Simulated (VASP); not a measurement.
The system is Ta2Ru.

```
Ta Ru
1.0
     2.95628    0.00000    0.00000
    -1.47814    2.56022    0.00000
     0.00000    0.00000   11.49873
Ta Ru
4 2
Direct
  0.33333 0.66667 0.62750
  0.66667 0.33333 0.12750
  0.33333 0.66667 0.87250
  0.66667 0.33333 0.37250
  0.33333 0.66667 0.25000
  0.66667 0.33333 0.75000
```

```yaml
Program: VASP 6.6.1
Task: relaxation of cell and atoms
Functional: PBE
Potentials_or_basis: VASP PAW PBE potentials, release 64 (Ta_pv, Ru_pv)
Cutoff: 600 eV
k_mesh: 6 × 6 × 2
Occupations: gaussian, width 0.1 eV
Spin: no spin polarisation
```

At the start: pressure 137.8 GPa; volume 14.51 Å³/atom.

**Question.** Where does the relaxation end?

**Answer.** Over 23 steps the energy falls by 2686.9 meV/atom and the volume is 16.84 Å³/atom (+16.1 %); space group P6_3/mmc (No. 194, to 0.05 Å).

The path:
```csv
step,energy change (eV),largest force (eV/Å),pressure (GPa),volume (Å³)
1,0.0000,15.8954,137.78,87.03
2,26.2788,1.6660,-25.94,356.50
3,-5.9749,0.5382,-34.23,151.65
4,-12.1347,0.1693,-31.25,133.58
5,-15.1995,1.1098,-4.73,108.66
6,-15.2014,1.1725,-3.54,108.05
7,-15.8462,0.9276,0.74,103.36
8,-16.0130,0.1461,5.63,99.84
9,-15.9511,0.5421,-8.09,105.68
10,-16.0680,0.1555,-0.39,102.14
11,-16.0680,0.1495,-0.24,102.08
12,-16.0740,0.0538,-0.29,102.01
13,-16.0841,0.2032,-0.29,101.79
14,-16.0645,0.7242,0.50,101.27
15,-16.0847,0.2933,-0.26,101.71
16,-16.0875,0.3064,-0.19,101.65
17,-16.0959,0.3449,-0.07,101.45
18,-16.1030,0.4237,0.44,101.04
19,-16.1098,0.3310,0.04,101.12
20,-16.1137,0.2153,-0.44,101.23
21,-16.1174,0.1583,-0.01,101.01
22,-16.1199,0.0526,0.80,100.63
23,-16.1211,0.0262,-0.07,101.02
```

Final structure:
```xyz
6
Lattice="2.8881 0.0000 0.0000 -1.4440 2.5011 0.0000 0.0000 0.0000 13.9846" Properties=species:S:1:pos:R:3 pbc="T T T"
Ta    0.0000    1.6674    8.2679
Ta    1.4440    0.8337    1.2756
Ta    0.0000    1.6674   12.7090
Ta    1.4440    0.8337    5.7167
Ru    0.0000    1.6674    3.4961
Ru    1.4440    0.8337   10.4884
```

Caveat: the k points lie up to 0.42 Å⁻¹ apart in the final cell; the volume moved by over 15 % at a fixed basis, so the end points are rough.
